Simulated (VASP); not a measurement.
Runs of VASP 6.6.1 on GaSb. The structure is that of space group F-43m (No. 216), or close to it. The cells are those of the table. 

```tsv
cell	gap on the mesh (eV)	pressure (GPa)
a = 4.452 Å, angles 60.0°, 2 atoms	none	-1.5
a = 4.315, b = 4.198 Å, angles 60.9, 58.2, 60.9°, 2 atoms	0.16	4.6
a = 4.607, b = 4.483 Å, angles 60.9, 58.2, 60.9°, 2 atoms	none	-3.8
a = 4.544, b = 4.604 Å, angles 59.6, 60.9, 59.6°, 2 atoms	(a)	-3.8
a = 4.230, b = 4.174 Å, angles 60.4, 59.1, 60.4°, 2 atoms	(d)	7.8
a = 4.211 Å, angles 60.0°, 2 atoms	0.58	(c)
a = 4.294, b = 4.236 Å, angles 60.4, 59.1, 60.4°, 2 atoms	0.24	4.6
a = 4.274 Å, angles 60.0°, 2 atoms	(b)	4.6
a = 4.394 Å, angles 60.0°, 2 atoms	none	0.1
a = 4.335 Å, angles 60.0°, 2 atoms	none	2.1
a = 4.252, b = 4.137 Å, angles 60.9, 58.2, 60.9°, 2 atoms	0.41	7.8
a = 4.585, b = 4.523 Å, angles 60.4, 59.1, 60.4°, 2 atoms	none	-3.8
```

Alike in all rows: task single point; level PBE; potentials or basis VASP PAW PBE potentials, release 64 (Ga_d, Sb); no spin polarisation; k mesh 14 × 14 × 14; cutoff (eV) 520; smearing gaussian 0.15 eV.

Task: Fill in the values left out.

Result: (a) 0.11; (b) 0.30; (c) 7.9; (d) 0.51.

Caveats: spin-orbit coupling is left out, which moves the levels of the heavy elements; the cell stands under pressure (at least some runs); semilocal functionals underestimate gaps, so a narrow gap can read as zero (at least some runs); the cell stands under tension (at least some runs).

A k mesh can miss the band edges, and the runs leave out spin-orbit coupling on Ga, Sb.

A gap of «none» marks levels without a gap at the run's occupations.
